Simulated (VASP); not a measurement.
# Cd2As (P6/mmm) in VASP: notebook, part 2 of 2

VASP 6.6.1.

## (4) Relaxation of cell and atoms, PBE

This run uses another cell than the first one, of 22.61 Å³/atom.

File INCAR:

```
PREC = Accurate ; ENCUT = 600
EDIFF = 1E-6 ; ISMEAR = 0
SIGMA = 0.1 ; LREAL = F
LASPH = T ; NELM = 60
ALGO = Fast ; ISIF = 3
LWAVE = F ; LCHARG = F
GGA = PE ; IBRION = 2
NSW = 100 ; EDIFFG = -0.01
```

File KPOINTS:

```
Automatic mesh
0
Gamma
  12 12 16
```

File POSCAR:

```
Cd2As
1.0
    5.1768312432      0.0000000000      0.0000000000
   -2.5884156216      4.4832673677      0.0000000000
    0.0000000000      0.0000000000      2.9229892811
Cd As
2 1
Direct
    0.3333333333      0.6666666667      0.5000000000
    0.6666666667      0.3333333333      0.5000000000
    0.0000000000      0.0000000000      0.0000000000
```

Potentials or basis: VASP PAW PBE potentials, release 64 (Cd, As).

Launch:

```sh
$ cat potpaw_PBE.64/Cd/POTCAR potpaw_PBE.64/As/POTCAR > POTCAR
$ mpirun -np 1 vasp_std > vasp.out
```

OUTCAR:

```text
PREC = Accurate
   ENCUT = 600
   EDIFF = 1E-6
   ISMEAR = 0
   LREAL = F
   LASPH = T
   NELM = 60
   ISIF = 3
   GGA = PE
   IBRION = 2
   NSW = 100
   EDIFFG = -0.01

 ion  position               nearest neighbor table
   1  0.333  0.667  0.500-   2 2.99   2 2.99   2 2.99   3 3.33   3 3.33   3 3.33   3 3.33   3 3.33
                             3 3.33
   2  0.667  0.333  0.500-   1 2.99   1 2.99   1 2.99   3 3.33   3 3.33   3 3.33   3 3.33   3 3.33
                             3 3.33
   3  0.000  0.000  0.000-   1 3.33   2 3.33   1 3.33   2 3.33   1 3.33   1 3.33   2 3.33   2 3.33
                             2 3.33   2 3.33   1 3.33   1 3.33

  LATTYP: Found a hexagonal cell.
 ALAT       =     5.1768312432
 C/A-ratio  =     0.5646290450

  Lattice vectors:

 A1 = (   5.1768312432,   0.0000000000,   0.0000000000)
 A2 = (  -2.5884156216,   4.4832673677,   0.0000000000)
 A3 = (   0.0000000000,   0.0000000000,   2.9229892811)

Analysis of symmetry for initial positions (statically):
=====================================================================
 Subroutine PRICEL returns:
 Original cell was already a primitive cell.

 Routine SETGRP: Setting up the symmetry group for a
 hexagonal supercell.

 Subroutine GETGRP returns: Found 24 space group operations
 (whereof 24 operations were pure point group operations)
 out of a pool of 24 trial point group operations.

The static configuration has the point symmetry D_6h.

Analysis of symmetry for dynamics (positions and initial velocities):
=====================================================================
 Subroutine PRICEL returns:
 Original cell was already a primitive cell.

 Routine SETGRP: Setting up the symmetry group for a
 hexagonal supercell.

 Subroutine GETGRP returns: Found 24 space group operations
 (whereof 24 operations were pure point group operations)
 out of a pool of 24 trial point group operations.

[... 130 lines left out ...]
   IVDW    =     0    specifies the selected vdW correction
   LEPSILON=     F    determine dielectric tensor
   LRPA    =     F    only Hartree local field effects (RPA)
 conjugate gradient relaxation of ions
 non-spin polarized calculation
 RMM-DIIS sequential band-by-band and
 Gauss-broadening in eV      SIGMA  =   0.10
  energy-cutoff  :      600.00
  volume of cell :       67.84
 maximum number of plane-waves:      2304
 NGX is ok and might be reduce to    42
   NGX = 21   NGY = 21   NGZ = 11

--------------------------------------- Ionic step        1  -------------------------------------------

 number of electron      28.9999997 magnetization

 Free energy of the ion-electron system (eV)
  ---------------------------------------------------
  ext. energy  EPLUGINS =         0.00000000
  ---------------------------------------------------
  free energy    TOTEN  =        -5.39224234 eV

  energy without entropy =       -5.38352033  energy(sigma->0) =       -5.38788133

------------------------ aborting loop because EDIFF is reached ----------------------------------------

  FORCE on cell =-STRESS in cart. coord.  units (eV):
  Direction    XX          YY          ZZ          XY          YZ          ZX
  --------------------------------------------------------------------------------------
  -------------------------------------------------------------------------------------
  Total       -0.1284939     -0.1284939      0.5363674      0.0000000     -0.0000000      0.0000000
  in kB       -3.0346400     -3.0346400     12.6673885      0.0000000     -0.0000000      0.0000000
  external PRESSURE =       2.1993695 kB  Pullay stress =       0.0000000 kB
[... 172 lines left out ...]
--------------------------------------- Ionic step        6  -------------------------------------------

 number of electron      29.0000012 magnetization

 Free energy of the ion-electron system (eV)
  ---------------------------------------------------
  ext. energy  EPLUGINS =         0.00000000
  ---------------------------------------------------
  free energy    TOTEN  =        -5.39984645 eV

  energy without entropy =       -5.39222374  energy(sigma->0) =       -5.39603510

 E-fermi :   3.2590     XC(G=0): -10.5245

 val. band max:        3.2565725398   @ k =   0.1667   0.0000   0.5000
 cond. band min:       3.2643867314   @ k =   0.2500   0.0833   0.0000
 fundamental gap:      0.0078141916
 Fermi energy:         3.2590425111

 k-point     1 :       0.0000    0.0000    0.0000
  band No.  band energies     occupation
      1      -8.7627      2.00000
      2      -6.2803      2.00000
      3      -5.9481      2.00000
      4      -5.6917      2.00000
      5      -5.6917      2.00000
      6      -5.5911      2.00000
[... 481 lines left out ...]
      5      -5.7930      2.00000
      6      -5.3798      2.00000
[... 10 lines left out ...]
     17       6.4197      0.00000
     18       8.4313      0.00000

 [... further k-points ...]

------------------------ aborting loop because EDIFF is reached ----------------------------------------

  FORCE on cell =-STRESS in cart. coord.  units (eV):
  Direction    XX          YY          ZZ          XY          YZ          ZX
  --------------------------------------------------------------------------------------
  -------------------------------------------------------------------------------------
  Total       -0.0087809     -0.0087809     -0.0211302      0.0000000      0.0000000      0.0000000
  in kB       -0.2073961     -0.2073961     -0.4990705      0.0000000      0.0000000      0.0000000
  external PRESSURE =      -0.3046209 kB  Pullay stress =       0.0000000 kB
[... 18 lines left out ...]
  FREE ENERGIE OF THE ION-ELECTRON SYSTEM (eV)
  ---------------------------------------------------
  free  energy   TOTEN  =        -5.3998464491 eV

  energy  without entropy=       -5.3922237410  energy(sigma->0) =       -5.39603510

 reached required accuracy - stopping structural energy minimisation
```

CONTCAR:

```text
Cd2As
   1.00000000000000
     5.1212046995124050   -0.0000000000000000    0.0000000000000000
    -2.5606023497562025    4.4350933677423372    0.0000000000000001
    -0.0000000000000000   -0.0000000000000000    2.9865965202857381
  Cd              As
     2     1
Direct
     0.3333333332999970    0.6666666667000030    0.5000000000000000
     0.6666666667000030    0.3333333332999970    0.5000000000000000
     0.0000000000000000    0.0000000000000000    0.0000000000000000

  0.00000000E+00  0.00000000E+00  0.00000000E+00
  0.00000000E+00  0.00000000E+00  0.00000000E+00
  0.00000000E+00  0.00000000E+00  0.00000000E+00
```

Wall time 5.9 min (1 thread of AMD EPYC 9R45 (Zen 5), shared host); peak memory 0.37 GiB.

Results:

```
Free energy               : -5.3998 eV
Energy gained by relaxing : 2.5 meV/atom
Ionic steps               : 6
Pressure after relaxing   : 0.0 GPa
Band gap on the k mesh    : zero (an odd number of electrons rules out a gap without spin polarisation)
```

The path:
```csv
step,energy change (eV),largest force (eV/Å),pressure (GPa),volume (Å³)
1,0.0000,0.0000,0.22,67.84
2,-0.0040,0.0000,-0.11,68.14
3,-0.0060,0.0000,-0.57,68.60
4,-0.0073,0.0000,0.00,67.81
5,-0.0074,0.0000,-0.14,68.00
6,-0.0076,0.0000,-0.03,67.83
```

Final structure:
```cif
data_structure
_symmetry_space_group_name_H-M 'P 1'
_symmetry_Int_Tables_number 1
_cell_length_a 5.1212
_cell_length_b 5.1212
_cell_length_c 2.9866
_cell_angle_alpha 90.000
_cell_angle_beta 90.000
_cell_angle_gamma 120.000
_cell_volume 67.83
loop_
_atom_site_label
_atom_site_type_symbol
_atom_site_fract_x
_atom_site_fract_y
_atom_site_fract_z
_atom_site_occupancy
Cd1 Cd 0.33333 0.66667 0.50000 1
Cd2 Cd 0.66667 0.33333 0.50000 1
As1 As 0.00000 0.00000 0.00000 1
```

Levels at points of the mesh, in eV from the Fermi level:
```csv
k point,band 11,band 12,band 13,band 14,band 15,band 16,band 17,band 18
"(0.00, 0.00, 0.00)",-8.31,-4.96,-2.22,-2.22,0.24,0.24,0.41,3.51
"(0.50, 0.00, 0.00)",-8.28,-6.59,-3.71,-3.23,1.92,3.81,4.19,4.26
"(0.00, 0.00, 0.50)",-7.93,-4.90,-0.32,-0.14,-0.14,0.35,3.54,3.96
"(0.50, 0.00, 0.50)",-8.10,-4.41,-2.56,-1.47,-0.17,1.11,1.45,1.77
```

## (5) Summary

| task | cell | k mesh | cutoff (eV) | gap on the mesh (eV) | pressure (GPa) | relaxed volume (Å³/atom) |
| --- | --- | --- | --- | --- | --- | --- |
| relaxation of cell and atoms | relaxed from a = 4.872, b = 4.872, c = 3.276 Å, angles 90.0, 90.0, 120.0°, 3 atoms | 6 × 6 × 6 | 600 | none | 0.0 | 22.65 |
| single point | a = 5.114, b = 5.114, c = 2.985 Å, angles 90.0, 90.0, 120.0°, 3 atoms | 12 × 12 × 16 | 520 | none | 0.2 | - |
| relaxation of cell and atoms | relaxed from a = 5.177, b = 5.177, c = 2.923 Å, angles 90.0, 90.0, 120.0°, 3 atoms | 12 × 12 × 16 | 600 | none | 0.0 | 22.61 |

Alike in all rows: level PBE; potentials or basis VASP PAW PBE potentials, release 64 (Cd, As); no spin polarisation; smearing gaussian 0.1 eV.

Total energies depend on the potentials used, so only differences within one code and one set of settings carry meaning.
